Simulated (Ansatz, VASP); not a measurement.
One calculation of AlCl3, two programs

```xyz
4
Lattice="13.5921 0.0000 0.0000 0.0000 14.0921 0.0000 0.0000 0.0000 14.5921" Properties=species:S:1:pos:R:3 pbc="T T T"
Al    6.8363    7.1130    7.3063
Cl    5.5795    6.0703    8.5950
Cl    7.2862    6.3298    5.4323
Cl    7.6432    8.9390    7.8913
```

Alike in both runs: task single point; functional revPBE; dispersion D3(BJ); k mesh 1 × 1 × 1; occupations gaussian, width 0.005 eV; no spin polarisation.

```csv
,VASP,Ansatz
version,VASP 6.6.1,Ansatz 0.2.0
potentials or method,"VASP PAW PBE potentials, release 64 (Al, Cl)","scalar-relativistic, plane waves, PAW"
plane-wave cutoff (eV),400,420
valence electrons in the cell,24,24
```

|  | VASP | Ansatz | Ansatz less VASP |
| --- | --- | --- | --- |
| rms of the force components (eV/Å) | 0.034 | 0.060 | +0.0255 |

VASP's potentials were made for PBE, not for revPBE. Atom by atom the forces differ by 0.026 eV/Å (rms over components).
